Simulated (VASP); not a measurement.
Wanted: the native input for a VASP 6.6.1 run.

| Property | Result |
| --- | --- |
| Task | single point |
| Functional | PBEsol |
| Potentials or basis | VASP PAW PBE potentials, release 64 (Al, Ga_d, N) |
| Cutoff | 520 eV |
| k mesh | 6 × 6 × 6 |
| Occupations | gaussian, width 0.02 eV |
| Spin | no spin polarisation |
| Dipole correction | no |
| Further INCAR settings | ALGO = Normal; EDIFF = 1e-06; NBANDS = 31 |

The structure of Al3GaN4 lies in POSCAR:

```
Al3GaN4
1.0
    4.5392046910      0.0000000000      0.0000000000
    0.0000000000      4.5392046910      0.0000000000
    0.0000000000      0.0000000000      4.5392046910
Al Ga N
3 1 4
Direct
    0.5000000000      0.5000000000      0.0000000000
    0.5000000000      0.0000000000      0.5000000000
    0.0000000000      0.5000000000      0.5000000000
    0.0000000000      0.0000000000      0.0000000000
    0.7447077177      0.7447077177      0.2552922823
    0.7447077177      0.2552922823      0.7447077177
    0.2552922823      0.7447077177      0.7447077177
    0.2552922823      0.2552922823      0.2552922823
```

One way to write it, as run:

INCAR

```
SYSTEM = Al3GaN4
  ALGO = Normal
  EDIFF = 1E-6
  ENCUT = 520
  GGA = PS
  ISIF = 2
  ISMEAR = 0
  LASPH = .TRUE.
  LCHARG = .FALSE.
  LREAL = .FALSE.
  LWAVE = .FALSE.
  NBANDS = 31
  NELM = 100
  PREC = Accurate
  SIGMA = 0.02
```

KPOINTS

```
k-points
0
G
  6 6 6
  0 0 0
```

Potentials or basis: VASP PAW PBE potentials, release 64 (Al, Ga_d, N).

Run with:

```sh
$ cat potpaw_PBE.64/Al/POTCAR potpaw_PBE.64/Ga_d/POTCAR potpaw_PBE.64/N/POTCAR > POTCAR
$ mpirun -np 1 vasp_std > vasp.out
```

It gave:

```yaml
Pressure: -14.8 GPa
Band_gap_on_the_k_mesh: 2.74 eV, direct
```

Caveat: the PAW data sets were made with another functional, which shifts forces and pressure a little.

Wall time 48 s on 1 thread of Intel(R) Xeon(R) Platinum 8488C (Sapphire Rapids) (shared host), peak memory 0.22 GiB.
